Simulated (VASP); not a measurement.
Here is a VASP 6.6.1 calculation.

File INCAR:

```
SYSTEM = Ru
PREC     = Accurate       ! precision mode
ENCUT    = 520            ! plane-wave cutoff, eV
EDIFF    = 1E-6           ! SCF threshold, eV
ISMEAR   = -1             ! smearing method
SIGMA    = 0.1            ! smearing width, eV
LREAL    = .FALSE.        ! projectors in reciprocal space
LASPH    = .TRUE.         ! aspherical terms in the spheres
NELM     = 60             ! most SCF steps
ALGO     = Normal         ! electronic algorithm
ISIF     = 2              ! what is computed and relaxed
LWAVE    = .FALSE.        ! write WAVECAR
LCHARG   = .TRUE.         ! write CHGCAR
GGA      = PE             ! functional
LELF     = .TRUE.         ! ELF
LVHAR    = .TRUE.       
NBANDS   = 21             ! bands
```

The input KPOINTS:

```
Automatic mesh
0
G
  18 18 10
  0 0 0
```

POSCAR

```
Ru
1.0
    2.7211623487      0.0000000000      0.0000000000
   -1.3605811744      2.3565957218      0.0000000000
    0.0000000000      0.0000000000      4.2959980361
Ru
2
Direct
    0.3333333333      0.6666666667      0.2500000000
    0.6666666667      0.3333333333      0.7500000000
```

Potentials or basis: VASP PAW PBE potentials, release 64 (Ru_pv).

Command:

```sh
$ cat potpaw_PBE.64/Ru_pv/POTCAR > POTCAR
$ mpirun -np 1 vasp_std > vasp.out
```

(1) What does it give for the pressure?

(2) Estimate the band gap on the k mesh.

Answers

(1) -0.1 GPa.

(2) zero (bands 14 and 15 overlap by 3.06 eV).
